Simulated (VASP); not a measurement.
# Ag (P6_3/mmc) in VASP: single point with LDA

Aim: the single point of Ag with LDA.

Program: VASP 6.6.1. These are calculated values, not measurements. Logs are shortened: lines on timing, memory, paths and dates and some standing lists are left out, and cuts for length are marked.

## 1. The cell of the first run

It takes space group P6_3/mmc (No. 194, hexagonal). The conventional cell has a = 2.930 Å, b = 2.930 Å, c = 4.790 Å, α = 90.00°, β = 90.00°, γ = 120.00°. Ag (site symmetry -6m2) has 12 Ag at 2.93 Å within 3.9 Å.

This isn't the form of Ag at room conditions, which is fcc.

## 2. Single point, LDA

Input file INCAR:

```
SYSTEM = Ag
PREC = Accurate ; ENCUT = 500
EDIFF = 1E-6 ; ISMEAR = 0
SIGMA = 0.1 ; LREAL = .False.
LASPH = .True. ; NELM = 120
ALGO = Normal ; ISIF = 2
LWAVE = .False. ; LCHARG = .False.
GGA = CA ; NBANDS = 18
GGA_COMPAT = .False.
```

Input file KPOINTS:

```
regular mesh
0
Gamma
  6 6 4
  0 0 0
```

Input file POSCAR:

```
Ag
1.0
    2.9299980804      0.0000000000      0.0000000000
   -1.4649990402      2.5374527707      0.0000000000
    0.0000000000      0.0000000000      4.7900000000
Ag
2
Direct
    0.3333333333      0.6666666667      0.2500000000
    0.6666666667      0.3333333333      0.7500000000
```

Potentials or basis: VASP PAW LDA potentials, release 64 (Ag).

Started as:

```
> cat potpaw_LDA.64/Ag/POTCAR > POTCAR
> mpirun -np 1 vasp_std > vasp.out
```

OUTCAR:

```text
SYSTEM = Ag
   PREC = Accurate
   ENCUT = 500
   EDIFF = 1E-6
   ISMEAR = 0
   LREAL = .False.
   LASPH = .True.
   NELM = 120
   ISIF = 2
   GGA = CA

 ion  position               nearest neighbor table
   1  0.333  0.667  0.250-   2 2.93   2 2.93   2 2.93   2 2.93   2 2.93   2 2.93
   2  0.667  0.333  0.750-   1 2.93   1 2.93   1 2.93   1 2.93   1 2.93   1 2.93

  LATTYP: Found a hexagonal cell.
 ALAT       =     2.9299980804
 C/A-ratio  =     1.6348133577

  Lattice vectors:

 A1 = (   2.9299980804,   0.0000000000,   0.0000000000)
 A2 = (  -1.4649990402,   2.5374527707,   0.0000000000)
 A3 = (   0.0000000000,   0.0000000000,   4.7900000000)

Analysis of symmetry for initial positions (statically):
=====================================================================
 Subroutine PRICEL returns:
 Original cell was already a primitive cell.

 Routine SETGRP: Setting up the symmetry group for a
 hexagonal supercell.

 Subroutine GETGRP returns: Found 24 space group operations
 (whereof 12 operations were pure point group operations)
 out of a pool of 24 trial point group operations.

The static configuration has the point symmetry D_3d.
 The point group associated with its full space group is D_6h.

Analysis of symmetry for dynamics (positions and initial velocities):
=====================================================================
 Subroutine PRICEL returns:
 Original cell was already a primitive cell.

 Routine SETGRP: Setting up the symmetry group for a
 hexagonal supercell.

 Subroutine GETGRP returns: Found 24 space group operations
 (whereof 12 operations were pure point group operations)
 out of a pool of 24 trial point group operations.

The dynamic configuration has the point symmetry D_3d.
 The point group associated with its full space group is D_6h.

 Subroutine INISYM returns: Found 24 space group operations
 (whereof 12 operations are pure point group operations),
 and found     1 'primitive' translations

----------------------------------------------------------------------------------------

                                     Primitive cell

  volume of cell :      35.6124

  direct lattice vectors                    reciprocal lattice vectors
     2.929998080  0.000000000  0.000000000     0.341297152  0.197048003  0.000000000
    -1.464999040  2.537452771  0.000000000     0.000000000  0.394096005  0.000000000
     0.000000000  0.000000000  4.790000000     0.000000000  0.000000000  0.208768267

  length of vectors
     2.929998080  2.929998080  4.790000000     0.394096005  0.394096005  0.208768267

  position of ions in fractional coordinates (direct lattice)
     0.333333333  0.666666667  0.250000000
     0.666666667  0.333333333  0.750000000

  ion indices of the primitive-cell ions
   primitive index   ion index
                 1           1
                 2           2

----------------------------------------------------------------------------------------

 KPOINTS: regular mesh

Automatic generation of k-mesh.
 Grid dimensions read from file:
 generate k-points for:    6    6    4

 Generating k-lattice:

  Cartesian coordinates                     Fractional coordinates (reciprocal lattice)
     0.056882859  0.032841334  0.000000000     0.166666667  0.000000000  0.000000000
     0.000000000  0.065682668  0.000000000     0.000000000  0.166666667  0.000000000
     0.000000000  0.000000000  0.052192067     0.000000000  0.000000000  0.250000000

  Length of vectors
     0.065682668  0.065682668  0.052192067

  Shift w.r.t. Gamma in fractional coordinates (k-lattice)
     0.000000000  0.000000000  0.000000000

 Subroutine IBZKPT returns following result:
 ===========================================

 Found     21 irreducible k-points:

 Following reciprocal coordinates:
            Coordinates               Weight
  0.000000  0.000000  0.000000      1.000000
  0.166667 -0.000000  0.000000      6.000000
  0.333333  0.000000  0.000000      6.000000
  0.500000  0.000000  0.000000      3.000000
  0.166667  0.166667  0.000000      6.000000
  0.333333  0.166667  0.000000     12.000000
[... 13 lines left out ...]
  0.333333  0.166667  0.500000     12.000000
  0.333333  0.333333  0.500000      2.000000
   k-points           NKPTS =     21   k-points in BZ     NKDIM =     21   number of bands    NBANDS=     18
   number of dos      NEDOS =    301   number of ions     NIONS =      2
   total plane-waves  NPLWV =  20736
   dimension x,y,z NGX =    24 NGY =   24 NGZ =   36
   dimension x,y,z NGXF=    48 NGYF=   48 NGZF=   72
   ions per type =               2
   NGX,Y,Z   is equivalent  to a cutoff of  13.62, 13.62, 12.49 a.u.
   NGXF,Y,Z  is equivalent  to a cutoff of  27.23, 27.23, 24.99 a.u.
 SYSTEM =  Ag
   PREC   = accura    normal or accurate (medium, high low for compatibility)
   ISTART =      0    job   : 0-new  1-cont  2-samecut
   ICHARG =      2    charge: 1-file 2-atom 10-const
   ISPIN  =      1    spin polarized calculation?
   LNONCOLLINEAR =      F non collinear calculations
   LSORBIT =      F    spin-orbit coupling
   LASPH  =      T    aspherical Exc in radial PAW
   ENCUT  =  500.0 eV  36.75 Ry    6.06 a.u.   5.34  5.34  8.73*2*pi/ulx,y,z
   NELM   =    120;   NELMIN=  2; NELMDL= -5     # of ELM steps
   EDIFF  = 0.1E-05   stopping-criterion for ELM
   LREAL  =      F    real-space projection
[... 7 lines left out ...]
   TEBEG  =    0.0;   TEEND  =   0.0 temperature during run
   PSTRESS=    0.0 pullay stress
   NELECT =      22.0000    total number of electrons
   NUPDOWN=      -1.0000    fix difference up-down
   EMIN   =  10.00;   EMAX   =-10.00  energy-range for DOS
   EFERMI =   0.00;   METHOD = LEGACY
   ISMEAR =     0;   SIGMA  =   0.10  broadening in eV -4-tet -1-fermi 0-gaus
   EFERMI_NEDOS =   21; number of points for ismear=-14 and -15
   IALGO  =     38    algorithm
   IMIX   =      4    mixing-type and parameters
     AMIX     =   0.40;   BMIX     =  1.00
     AMIX_MAG =   1.60;   BMIX_MAG =  1.00
  volume/ion in A,a.u.               =      17.81       120.16
  Fermi-wavevector in a.u.,A,eV,Ry     =   1.394276  2.634800 26.449806  1.944006
  Thomas-Fermi vector in A             =   2.517841
   LORBIT       =      0    0 simple, 1 ext, 2 COOP (PROOUT), +10 PAW based schemes
   GGA     = CA    functional components
   LHFCALC =     F    Hartree Fock is set to
   AEXX    =    0.0000 exact exchange contribution
   IVDW    =     0    specifies the selected vdW correction
   LEPSILON=     F    determine dielectric tensor
   LRPA    =     F    only Hartree local field effects (RPA)
 non-spin polarized calculation
 Gauss-broadening in eV      SIGMA  =   0.10
  energy-cutoff  :      500.00
  volume of cell :       35.61
 maximum number of plane-waves:       917
 NGX is ok and might be reduce to    24
   NGX = 11   NGY = 11   NGZ = 17

 number of electron      22.0000005 magnetization

 Free energy of the ion-electron system (eV)
  ---------------------------------------------------
  ext. energy  EPLUGINS =         0.00000000
  ---------------------------------------------------
  free energy    TOTEN  =        -7.38420802 eV

  energy without entropy =       -7.38058551  energy(sigma->0) =       -7.38239677

 E-fermi :   7.4228     XC(G=0): -12.3270

 val. band max:        7.3249692614   @ k =   0.3333   0.1667   0.2500
 cond. band min:       7.6669897430   @ k =   0.5000   0.0000   0.0000
 fundamental gap:      0.3420204816
 Fermi energy:         7.4227966922

 k-point     1 :       0.0000    0.0000    0.0000
  band No.  band energies     occupation
      1       0.0375      2.00000
      2       1.4269      2.00000
      3       2.9318      2.00000
      4       3.0397      2.00000
      5       3.0397      2.00000
      6       3.2619      2.00000
[... 10 lines left out ...]
     17      25.1948      0.00000
     18      25.2256      0.00000

 k-point     2 :       0.1667   -0.0000    0.0000
  band No.  band energies     occupation
      1       0.7398      2.00000
      2       1.7782      2.00000
      3       2.6965      2.00000
      4       3.1084      2.00000
      5       3.1572      2.00000
      6       3.3921      2.00000
[... 10 lines left out ...]
     17      24.9185      0.00000
     18      25.4390      0.00000

 k-point     3 :       0.3333    0.0000    0.0000
  band No.  band energies     occupation
      1       1.6880      2.00000
      2       1.8271      2.00000
      3       2.2185      2.00000
      4       3.0814      2.00000
      5       3.2024      2.00000
      6       3.2635      2.00000
[... 10 lines left out ...]
     17      20.5964      0.00000
     18      24.0477      0.00000

 k-point     4 :       0.5000    0.0000    0.0000
  band No.  band energies     occupation
      1       1.5158      2.00000
      2       1.8217      2.00000
      3       1.8488      2.00000
      4       2.9448      2.00000
      5       3.2540      2.00000
      6       3.4356      2.00000
[... 312 lines left out ...]
      4       2.7491      2.00000
      5       2.8372      2.00000
      6       2.8372      2.00000
[... 10 lines left out ...]
     17      20.0596      0.00000
     18      20.0596      0.00000

 k-point    20 :       0.3333    0.1667    0.5000
  band No.  band energies     occupation
      1       1.8758      2.00000
      2       1.8758      2.00000
      3       2.4436      2.00000
      4       2.4436      2.00000
      5       3.3872      2.00000
      6       3.3872      2.00000
[... 10 lines left out ...]
     17      21.6649      0.00000
     18      21.6649      0.00000

 k-point    21 :       0.3333    0.3333    0.5000
  band No.  band energies     occupation
      1       2.1867      2.00000
      2       2.1867      2.00000
      3       2.5949      2.00000
      4       2.5949      2.00000
      5       3.1158      2.00000
      6       3.1158      2.00000
[... 10 lines left out ...]
     17      23.6185      0.00000
     18      23.6185      0.00000

------------------------ aborting loop because EDIFF is reached ----------------------------------------

  FORCE on cell =-STRESS in cart. coord.  units (eV):
  Direction    XX          YY          ZZ          XY          YZ          ZX
  --------------------------------------------------------------------------------------
  -------------------------------------------------------------------------------------
  Total       -1.9736735     -1.9736735     -2.6171310      0.0000000     -0.0000000      0.0000000
  in kB      -88.7942961    -88.7942961   -117.7430332      0.0000000     -0.0000000      0.0000000
  external PRESSURE =     -98.4438751 kB  Pullay stress =       0.0000000 kB

 VOLUME and BASIS-vectors are now :
 -----------------------------------------------------------------------------
  energy-cutoff  :      500.00
  volume of cell :       35.61
      direct lattice vectors                 reciprocal lattice vectors
     2.929998080  0.000000000  0.000000000     0.341297152  0.197048003  0.000000000
    -1.464999040  2.537452771  0.000000000     0.000000000  0.394096005  0.000000000
     0.000000000  0.000000000  4.790000000     0.000000000  0.000000000  0.208768267

 POSITION                                       TOTAL-FORCE (eV/Angst)
 -----------------------------------------------------------------------------------
     -0.00000      1.69164      1.19750         0.000000     -0.000000      0.000000
      1.46500      0.84582      3.59250        -0.000000      0.000000      0.000000
 -----------------------------------------------------------------------------------
    total drift:                               -0.000000      0.000000     -0.000000

  FREE ENERGIE OF THE ION-ELECTRON SYSTEM (eV)
  ---------------------------------------------------
  free  energy   TOTEN  =        -7.3842080233 eV

  energy  without entropy=       -7.3805855146  energy(sigma->0) =       -7.38239677
```

Run time: 9.7 s. Hardware: 1 thread of AMD EPYC 7R13 (Zen 3), shared host; peak memory 0.11 GiB.

Results:

```yaml
Free_energy: -7.3842 eV
Pressure: -9.8 GPa
Band_gap_on_the_k_mesh: zero (bands 11 and 12 overlap by 7.26 eV)
```

Stress tensor (GPa, compression positive):
```
 -8.88   0.00   0.00
  0.00  -8.88   0.00
  0.00   0.00 -11.77
```

Caveat: the k points lie up to 0.41 Å⁻¹ apart, too coarse for converged energies and pressures of a metal.

The gap in the log of VASP goes by the Fermi energy; the results here count the filled bands.